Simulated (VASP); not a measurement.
Crystal: BaS.

```xyz
2
Lattice="0.0000 3.2129 3.2129 3.2129 0.0000 3.2129 3.2129 3.2129 0.0000" Properties=species:S:1:pos:R:3 pbc="T T T"
Ba    3.2129    3.2129    3.2129
S     0.0000    0.0000    0.0000
```

Base run:

* Program: VASP 6.6.1
* Functional: PBE
* Potentials or basis: VASP PAW PBE potentials, release 64 (Ba_sv, S)
* Cutoff: 520 eV
* k mesh: 6 × 6 × 6
* Occupations: gaussian, width 0.05 eV
* Spin: non-collinear spin, zero start, spin-orbit coupling
* Starting moments: [[0.0, 0.0, 0.0], [0.0, 0.0, 0.0]] μB

Its results: pressure 0.6 GPa; net moment 0.00 μB per cell.

Problem. The run is repeated on the same cell with these changes: occupations from gaussian, width 0.05 eV to methfessel-paxton, width 0.025 eV; dispersion from none to D3(BJ). What comes out?

Solution. Pressure -0.8 GPa; net moment 0.00 μB per cell.

Caveats: three body term missing (some runs).
